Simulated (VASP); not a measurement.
## Si2Mo: single point with PBE

The system is Si2Mo.

```
CELL_PARAMETERS angstrom
-1.60000 1.60000 3.93050
1.60000 -1.60000 3.93050
1.60000 1.60000 -3.93050
ATOMIC_POSITIONS crystal
Mo 0.00000 0.00000 0.00000
Si 0.66700 0.66700 0.00000
Si 0.33300 0.33300 0.00000
```

```yaml
Program: VASP 6.6.1
Task: single point
Functional: PBE
Potentials_or_basis: VASP PAW PBE potentials, release 64 (Mo_sv, Si)
Cutoff: 520 eV
k_mesh: 12 × 12 × 12
Occupations: gaussian, width 0.03 eV
Spin: no spin polarisation
Dipole_correction: no
Further_INCAR_settings: ALGO = Normal; EDIFF = 1e-06; NBANDS = 18
```

- Pressure: 2.4 GPa
- Largest force: 0.272 eV/Å
- Band gap on the k mesh: zero (band 11 reaches 12.78 eV, above the bottom of band 12 at 11.74 eV)

Forces in eV/Å, atoms in the order of the input:
```
Mo   0.000  0.000  0.000
Si   0.000  0.000 -0.272
Si   0.000  0.000  0.272
```

Stress tensor (GPa, compression positive):
```
2.79 0.00 0.00
0.00 2.79 0.00
0.00 0.00 1.63
```

Levels at points of the mesh, in eV from the Fermi level:
```csv
k point,band 9,band 10,band 11,band 12,band 13,band 14
"(0.00, 0.00, 0.00)",-2.70,-2.70,0.37,3.04,3.07,3.60
"(0.50, 0.00, 0.00)",-2.65,-2.55,-0.56,2.23,2.98,3.99
"(0.50, 0.50, 0.00)",-4.53,-3.10,-1.17,2.28,2.67,2.97
"(0.50, 0.50, 0.50)",-0.63,-0.63,-0.57,-0.57,0.51,4.58
```

Wall time 86 s on 1 thread of Intel(R) Xeon(R) 6975P-C (Granite Rapids) (shared host), peak memory 0.27 GiB.
